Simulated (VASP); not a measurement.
Crystal: HfB2.

```xyz
3
Lattice="3.0759 0.0000 0.0000 -1.5380 2.6638 0.0000 0.0000 0.0000 3.4090" Properties=species:S:1:pos:R:3 pbc="T T T"
Hf    0.0000    0.0000    0.0000
B     1.5380    0.8879    1.7045
B     0.0000    1.7759    1.7045
```

Base run:

* Program: VASP 6.6.1
* Functional: PBE
* Potentials or basis: VASP PAW PBE potentials, release 64 (Hf_pv, B)
* Cutoff: 520 eV
* k mesh: 10 × 10 × 8
* Occupations: fermi-dirac, width 0.05 eV
* Spin: no spin polarisation

Its results: band gap on the k mesh zero (band 8 reaches 8.79 eV, above the bottom of band 9 at 7.90 eV); pressure 19.0 GPa.

After a change of settings the same cell gave: band gap on the k mesh zero (band 8 reaches 8.76 eV, above the bottom of band 9 at 7.88 eV); pressure 7.1 GPa. Which change was it?
A. functional from PBE to PBEsol
B. functional from PBE to LDA; potentials or basis from VASP PAW PBE potentials, release 64 (Hf_pv, B) to VASP PAW LDA potentials, release 64 (Hf_pv, B)
C. functional from PBE to r2SCAN

B.

Caveats: spin-orbit coupling is left out, which moves the levels of the heavy elements.
